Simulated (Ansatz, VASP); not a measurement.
## Two plane-wave programs on HfO2

```xyz
3
Lattice="0.0000 2.4616 2.5575 2.6534 0.0000 2.5575 2.6534 2.4616 0.0000" Properties=species:S:1:pos:R:3 pbc="T T T"
Hf    0.0000    0.0000    0.0000
O     1.3267    1.2308    1.2788
O     3.9801    3.6924    3.8363
```

Change from the starting cell: strain +0.0375 x Voigt [1, -1, 0, 0, 0, 0], atoms carried along.

Alike in both runs: task single point; functional PBE; k mesh 8 × 8 × 8; occupations gaussian, width 0.05 eV; no spin polarisation.

```csv
,VASP,Ansatz
version,VASP 6.6.1,Ansatz 0.2.0
potentials or method,"VASP PAW PBE potentials, release 64 (Hf_pv, O), cutoff 520 eV","scalar-relativistic, plane waves, PAW"
valence electrons in the cell,22,38
```

Ansatz gave:

| Property | Result |
| --- | --- |
| gap on the k mesh at the Fermi level (eV) | 2.93 |
| least direct gap on the mesh (eV) | 3.19 |
| pressure (GPa) | -2.0 |
| traceless stress, the component that is largest in VASP (GPa) | 16.82 |

Which values does VASP return?

gap on the k mesh at the Fermi level (eV): 2.92; least direct gap on the mesh (eV): 3.19; pressure (GPa): -5.5; traceless stress, the component that is largest in VASP (GPa): 17.12.

The functional is the same, so the differences come from potentials, cutoffs and numerics. VASP's potentials hold 22 valence electrons a cell and Ansatz's 38, so a difference there can come from the potentials and not from the codes.

Spin-orbit coupling is off throughout.
